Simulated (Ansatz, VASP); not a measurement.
One calculation of CsI, two programs

The input POSCAR:

```
CsI
1.0
    4.6090269300      0.0000000000      0.0000000000
    0.0000000000      4.6090269300      0.0000000000
    0.0000000000      0.0000000000      4.6090269300
Cs I
1 1
Direct
    0.0000000000      0.0000000000      0.0000000000
    0.5000000000      0.5000000000      0.5000000000
```

The input INCAR.step1:

```
SYSTEM = CsI
PREC = Accurate ; ENCUT = 400
EDIFF = 1E-5 ; ISMEAR = -1
SIGMA = 0.02 ; LREAL = .False.
LASPH = .True. ; NELM = 120
ALGO = Normal ; ISIF = 2
LWAVE = .True. ; LCHARG = .False.
GGA = PE ; NBANDS = 15
GGA_COMPAT = .False.
```

File INCAR.step2:

```
SYSTEM = CsI
PREC = Accurate ; ENCUT = 400
EDIFF = 1E-6 ; ISMEAR = -1
SIGMA = 0.02 ; LREAL = .False.
LASPH = .True. ; NELM = 120
ALGO = Normal ; ISIF = 2
LWAVE = .False. ; LCHARG = .False.
GGA = PE ; LHFCALC = .True.
HFSCREEN = 0.2079 ; PRECFOCK = Normal
ISTART = 1 ; NBANDS = 15
GGA_COMPAT = .False.
```

KPOINTS

```
regular mesh
0
Gamma
  6 6 6
  0 0 0
```

Input for Ansatz:

```yaml
crystal:
  lattice:
    - [4.60902693, 0.0, 0.0]
    - [0.0, 4.60902693, 0.0]
    - [0.0, 0.0, 4.60902693]
  atoms:
    - { symbol: Cs, position: [0.0, 0.0, 0.0] }
    - { symbol: I, position: [0.5, 0.5, 0.5] }
  symmetry: { tolerance: 0.0003 }
hamiltonian:
  xc: hse06
  pseudopotentials: { kind: paw, azcp: { folder: soft_1 } }
basis:
  ecutwfc: 420
magnetization:
  spin_polarized: false
scf:
  occupations: { method: fermi_dirac, width: 0.02 }
kpoints:
  mp_grid: { grid: [6, 6, 6], shift: [0, 0, 0] }
  band_path:
    path:
      - [0.0, 0.0, 0.0]
      - [0.0, 0.5, 0.0]
      - [0.5, 0.5, 0.0]
      - [0.0, 0.0, 0.0]
      - [0.5, 0.5, 0.5]
      - [0.0, 0.5, 0.0]
      - [0.5, 0.5, 0.5]
      - [0.5, 0.5, 0.0]
    npoints: 1
output:
  forces: true
  stress: true
  eigenvalues: true
  bader: true
  populations: true
  elf: true
  write_potential: true
  write_density: true
  volumetric_format: npy
  dos:
    e_range: [-12, 8]
    de: 0.05
    projected: { site_lists: { Cs: [Cs], I: [I] } }
```

Alike in both runs: task single point; functional HSE06; k mesh 6 × 6 × 6; occupations fermi-dirac, width 0.02 eV; no spin polarisation.

|  | VASP | Ansatz |
| --- | --- | --- |
| version | VASP 6.6.1 | Ansatz 0.2.0 |
| potentials or method | VASP PAW PBE potentials, release 64 (Cs_sv, I), cutoff 400 eV | PAW plane waves |
| valence electrons in the cell | 16 | 26 |

|  | VASP | Ansatz | Ansatz less VASP |
| --- | --- | --- | --- |
| gap on the k mesh at the Fermi level (eV) | 4.77 | 4.79 | +0.020 |
| pressure (GPa) | 0.2 | 0.2 | +0.01 |

VASP's potentials hold 16 valence electrons a cell and Ansatz's 26, so a difference there can come from the potentials and not from the codes. Ansatz's warnings: stress exchange threshold loose, stress scf threshold loose.

Neither program's run includes spin-orbit coupling.
